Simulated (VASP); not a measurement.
AlN (CsCl type), 2 atoms in the cell. The structure is cubic, space group Pm-3m (No. 221). The conventional cell has a = 2.343 Å, b = 2.343 Å, c = 2.343 Å, α = 90.00°, β = 90.00°, γ = 90.00°. Within 2.7 Å of Al (site symmetry m-3m) lie 8 N at 2.03 Å and 6 Al at 2.34 Å. Within 2.7 Å of N (site symmetry m-3m) lie 8 Al at 2.03 Å and 6 N at 2.34 Å.  This cell differs from its parent crystal: volume scaled by 0.72.

- Program: VASP 6.6.1
- Task: single point
- Functional: PBE
- Potentials or basis: VASP PAW PBE potentials, release 64 (Al, N)
- Cutoff: 520 eV
- k mesh: 15 × 15 × 15
- Occupations: fermi-dirac, width 0.1 eV
- Spin: no spin polarisation
- Dipole correction: no
- Further INCAR settings: ALGO = Normal; EDIFF = 1e-07; NBANDS = 11

Potentials or basis: VASP PAW PBE potentials, release 64 (Al, N).

Command:

```console
$ cat potpaw_PBE.64/Al/POTCAR potpaw_PBE.64/N/POTCAR > POTCAR
$ mpirun -np 1 vasp_std > vasp.out
```

Hardware: 1 thread of AMD EPYC 7R13 Processor (Zen 3) (shared host).

Task: How long does it take, and how much memory?

Result: It took 12 s on 1 thread of AMD EPYC 7R13 Processor (Zen 3) (shared host), peak memory 0.09 GiB. Counts: scf iterations 13, k points 120.
